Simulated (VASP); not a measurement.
# Cd3O2 (P4mm) in VASP: notebook, part 2 of 2

VASP 6.6.1. Earlier steps stand in the parts before.

**3. Relaxation of cell and atoms, PBE**

This run uses another cell than the first one, of 16.40 Å³/atom.

File INCAR:

```
SYSTEM = Cd3O2
ALGO = Normal
EDIFF = 1E-6
EDIFFG = -0.08
ENCUT = 600
GGA = PE
IBRION = 2
ISIF = 3
ISMEAR = 0
LASPH = .TRUE.
LCHARG = .FALSE.
LREAL = .FALSE.
LWAVE = .FALSE.
NELM = 60
NSW = 36
PREC = Accurate
SIGMA = 0.2
```

File KPOINTS:

```
k-points
0
G
  4 4 3
  0 0 0
```

File POSCAR:

```
Cd3O2
1.0
    3.8180799900      0.0000000000      0.0000000000
    0.0000000000      3.8180799900      0.0000000000
    0.0000000000      0.0000000000      5.6235692100
Cd O
3 2
Direct
    0.5000000000      0.0000000000      0.9934612500
    0.0000000000      0.5000000000      0.9934612500
    0.0000000000      0.0000000000      0.2721384500
    0.0000000000      0.0000000000      0.7211286400
    0.5000000000      0.5000000000      0.2898103300
```

Potentials or basis: VASP PAW PBE potentials, release 64 (Cd, O).

The run is started by

```bash
$ cat potpaw_PBE.64/Cd/POTCAR potpaw_PBE.64/O/POTCAR > POTCAR
$ mpirun -np 1 vasp_std > vasp.out
```

OUTCAR:

```text
SYSTEM = Cd3O2
   EDIFF = 1E-6
   EDIFFG = -0.08
   ENCUT = 600
   GGA = PE
   IBRION = 2
   ISIF = 3
   ISMEAR = 0
   LASPH = .TRUE.
   LREAL = .FALSE.
   NELM = 60
   NSW = 36
   PREC = Accurate

 ion  position               nearest neighbor table
   1  0.500  0.000  0.993-   4 2.45   4 2.45   3 2.47   3 2.47   5 2.53   5 2.53   2 2.70   2 2.70
                             2 2.70   2 2.70
   2  0.000  0.500  0.993-   4 2.45   4 2.45   3 2.47   3 2.47   5 2.53   5 2.53   1 2.70   1 2.70
                             1 2.70   1 2.70
   3  0.000  0.000  0.272-   1 2.47   2 2.47   2 2.47   1 2.47   4 2.52   5 2.70   5 2.70   5 2.70
                             5 2.70
   4  0.000  0.000  0.721-   1 2.45   2 2.45   2 2.45   1 2.45   3 2.52
   5  0.500  0.500  0.290-   1 2.53   2 2.53   1 2.53   2 2.53   3 2.70   3 2.70   3 2.70   3 2.70

  LATTYP: Found a simple tetragonal cell.
 ALAT       =     3.8180799900
 C/A-ratio  =     1.4728788356

  Lattice vectors:

 A1 = (   3.8180799900,   0.0000000000,   0.0000000000)
 A2 = (   0.0000000000,   3.8180799900,   0.0000000000)
 A3 = (   0.0000000000,   0.0000000000,   5.6235692100)

Analysis of symmetry for initial positions (statically):
=====================================================================
 Subroutine PRICEL returns:
 Original cell was already a primitive cell.

 Routine SETGRP: Setting up the symmetry group for a
 simple tetragonal supercell.

 Subroutine GETGRP returns: Found  8 space group operations
 (whereof  8 operations were pure point group operations)
[... 269 lines left out ...]
  ---------------------------------------------------
  free  energy   TOTEN  =       -13.2304351690 eV

  energy  without entropy=      -13.1978671734  energy(sigma->0) =      -13.21415117

 E-fermi :   2.1358     XC(G=0): -10.1014

 val. band max:        2.0323786521   @ k =   0.5000   0.0000   0.3333
 cond. band min:       2.1619244023   @ k =   0.5000   0.2500   0.3333
 fundamental gap:      0.1295457501
 Fermi energy:         2.1357927267

 k-point     1 :       0.0000    0.0000    0.0000
  band No.  band energies     occupation
      1     -16.8316      2.00000
      2     -15.2848      2.00000
      3      -7.8808      2.00000
      4      -7.5611      2.00000
      5      -7.5545      2.00000
      6      -7.5545      2.00000
[... 361 lines left out ...]
     27       4.7226      0.00000
     28       5.8861      0.00000

[... ionic steps 4 to 14 ...]

--------------------------------------- Ionic step       15  -------------------------------------------

 number of electron      47.9999990 magnetization

------------------------ aborting loop because EDIFF is reached ----------------------------------------
[... 73 lines left out ...]
--------------------------------------- Ionic step       17  -------------------------------------------

 number of electron      47.9999988 magnetization

 Free energy of the ion-electron system (eV)
  ---------------------------------------------------
  ext. energy  EPLUGINS =         0.00000000
  ---------------------------------------------------
  free energy    TOTEN  =       -14.89506329 eV

  energy without entropy =      -14.88634224  energy(sigma->0) =      -14.89070277

 E-fermi :   0.9221     XC(G=0):  -9.0100

 val. band max:        0.7951394185   @ k =   0.5000   0.5000   0.3333
 cond. band min:       1.0998347169   @ k =   0.5000   0.0000   0.3333
 fundamental gap:      0.3046952984
 Fermi energy:         0.9221224814

 k-point     1 :       0.0000    0.0000    0.0000
  band No.  band energies     occupation
      1     -17.3137      2.00000
      2     -16.8818      2.00000
      3      -7.8998      2.00000
      4      -7.7830      2.00000
      5      -7.7830      2.00000
      6      -7.7289      2.00000
[... 393 lines left out ...]
  FREE ENERGIE OF THE ION-ELECTRON SYSTEM (eV)
  ---------------------------------------------------
  free  energy   TOTEN  =       -14.8950632905 eV

  energy  without entropy=      -14.8863422445  energy(sigma->0) =      -14.89070277

 reached required accuracy - stopping structural energy minimisation
```

Run time: 6.2 min. Hardware: 1 thread of Intel Xeon Platinum 8488C (Sapphire Rapids), shared host; peak memory 0.23 GiB.

Results:

```
Free energy                           : -14.8951 eV
Relaxed volume                        : 22.03 Å³/atom
Relaxed cell                          : a = 4.399 Å, b = 4.399 Å, c = 5.691 Å, α = 90.00°, β = 90.00°, γ = 90.00°
Space group after relaxing (to 0.1 Å) : P4mm (No. 99)
Energy gained by relaxing             : 816.0 meV/atom
Ionic steps                           : 17
Pressure after relaxing               : 0.0 GPa
Largest force after relaxing          : 0.062 eV/Å
Band gap on the k mesh                : 0.30 eV (least direct gap 0.73 eV)
```

Forces in eV/Å, atoms in the order of the input:
```
Cd   0.000  0.000 -0.035
Cd   0.000  0.000 -0.035
Cd   0.000  0.000  0.062
O    0.000  0.000  0.042
O    0.000  0.000 -0.034
```

Step by step:
| step | energy change (eV) | largest force (eV/Å) | pressure (GPa) | volume (Å³) |
| --- | --- | --- | --- | --- |
| 1 | 0.0000 | 8.7295 | 20.67 | 81.98 |
| 2 | -2.1691 | 1.5247 | -9.05 | 109.58 |
| 3 | -2.4154 | 1.9079 | -5.66 | 99.60 |
| 4 | -2.8799 | 1.2363 | -0.92 | 92.37 |
| 5 | -2.9098 | 1.1466 | 1.37 | 90.15 |
| 6 | -3.0344 | 1.0601 | 1.67 | 90.39 |
| 7 | -3.2108 | 0.9563 | 3.85 | 91.11 |
| 8 | -3.3083 | 0.8922 | 2.80 | 92.99 |
| 9 | -3.5540 | 1.0489 | 0.24 | 98.79 |
| 10 | -3.8089 | 0.9714 | -3.71 | 111.05 |
| 11 | -3.9092 | 0.7133 | -3.23 | 111.76 |
| 12 | -4.0281 | 0.1925 | -2.53 | 113.57 |
| 13 | -4.0337 | 0.1649 | -2.52 | 113.98 |
| 14 | -4.0765 | 0.1211 | -0.11 | 109.88 |
| 15 | -4.0766 | 0.1187 | 0.06 | 109.62 |
| 16 | -4.0776 | 0.1042 | 0.06 | 109.75 |
| 17 | -4.0801 | 0.0616 | 0.03 | 110.15 |

Final structure:
```yaml
crystal:
  lattice:
    - [4.39929, 0.00000, 0.00000]
    - [0.00000, 4.39929, 0.00000]
    - [0.00000, 0.00000, 5.69134]
  atoms:
    - { symbol: Cd, position: [0.50000, 0.00000, 0.98755] }
    - { symbol: Cd, position: [0.00000, 0.50000, 0.98755] }
    - { symbol: Cd, position: [0.00000, 0.00000, 0.42846] }
    - { symbol: O, position: [0.00000, 0.00000, 0.82184] }
    - { symbol: O, position: [0.50000, 0.50000, 0.04460] }
```

Caveat: the volume moved by over 15 % at a fixed basis, so the end points are rough; an odd mesh through Γ misses points on the zone boundary, where band edges can lie; the relaxation stopped at a loose force limit of 0.08 eV/Å, so its end isn't a converged minimum.
